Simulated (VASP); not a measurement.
Runs of VASP 6.6.1 on TiN. The structure is cubic, space group Fm-3m (No. 225). Conventional cell: a = 4.244 Å, b = 4.244 Å, c = 4.244 Å, α = 90.00°, β = 90.00°, γ = 90.00°. Within 2.8 Å of Ti (site symmetry m-3m) lie 6 N at 2.12 Å. N (site symmetry m-3m) has 6 Ti at 2.12 Å within 2.8 Å. 

```tsv
task	level	potentials or basis	spin	gap on the mesh (eV)	pressure (GPa)
electric field gradients	LDA	VASP PAW LDA potentials, release 64 (Ti_sv, N)	off	none	-13.9
single point	LDA	VASP PAW LDA potentials, release 64 (Ti_sv, N)	off	none	-13.9
electric field gradients	PBE	VASP PAW PBE potentials, release 64 (Ti_sv, N)	non-collinear, zero start, SOC	-	1.0
electric field gradients	r2SCAN	VASP PAW PBE potentials, release 64 (Ti_sv, N)	off	none	(a)
electric field gradients	PBEsol	VASP PAW PBE potentials, release 64 (Ti_sv, N)	off	none	-7.6
```

Alike in all rows: cell as given; k mesh 13 × 13 × 13; cutoff (eV) 520; smearing fermi-dirac 0.05 eV.

**Question.** Fill in the values left out.

**Answer.** (a) -0.9.

Caveats: the cell stands under tension (at least some runs); the PAW data sets were made with another functional, which shifts forces and pressure a little (at least some runs).

A gap of «none» marks levels without a gap at the run's occupations.
